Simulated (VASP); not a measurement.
Write the native input for VASP 6.6.1 that does the following.

* Task: single point
* Functional: PBE
* Potentials or basis: VASP PAW PBE potentials, release 64 (Zn, Se)
* Cutoff: 520 eV
* k mesh: 8 × 8 × 8
* Occupations: gaussian, width 0.1 eV
* Spin: no spin polarisation
* Dipole correction: no
* Further INCAR settings: ALGO = Normal; EDIFF = 1e-07; NBANDS = 52

The structure of Zn3Se lies in POSCAR:

```
Zn3Se
1.0
    5.2813965377      0.0000000000      0.0000000000
    0.0000000000      5.2813965377      0.0000000000
    0.0000000000      0.0000000000      5.2813965377
Zn Se
6 2
Direct
    0.2500000000      0.0000000000      0.5000000000
    0.5000000000      0.7500000000      0.0000000000
    0.7500000000      0.0000000000      0.5000000000
    0.5000000000      0.2500000000      0.0000000000
    0.0000000000      0.5000000000      0.7500000000
    0.0000000000      0.5000000000      0.2500000000
    0.0000000000      0.0000000000      0.0000000000
    0.5000000000      0.5000000000      0.5000000000
```

The cell was generated, and may not be a known phase.

These files were run (other wordings do the same):

INCAR

```
ALGO = Normal
EDIFF = 1E-7
ENCUT = 520
GGA = PE
ISIF = 2
ISMEAR = 0
LASPH = T
LCHARG = F
LREAL = F
LWAVE = F
NBANDS = 52
NELM = 100
PREC = Accurate
SIGMA = 0.1
```

KPOINTS

```
k-points
0
Gamma
  8 8 8
```

Potentials or basis: VASP PAW PBE potentials, release 64 (Zn, Se).

Command:

```bash
$ cat potpaw_PBE.64/Zn/POTCAR potpaw_PBE.64/Se/POTCAR > POTCAR
$ mpirun -np 1 vasp_std > vasp.out
```

Results of the run:

The pressure is 0.1 GPa. The band gap on the k mesh is zero (bands 42 and 43 overlap by 1.20 eV).

Wall time 3.7 min on 1 thread of Intel(R) Xeon(R) Platinum 8375C CPU @ 2.90GHz (Ice Lake), on a shared host, peak memory 0.35 GiB.
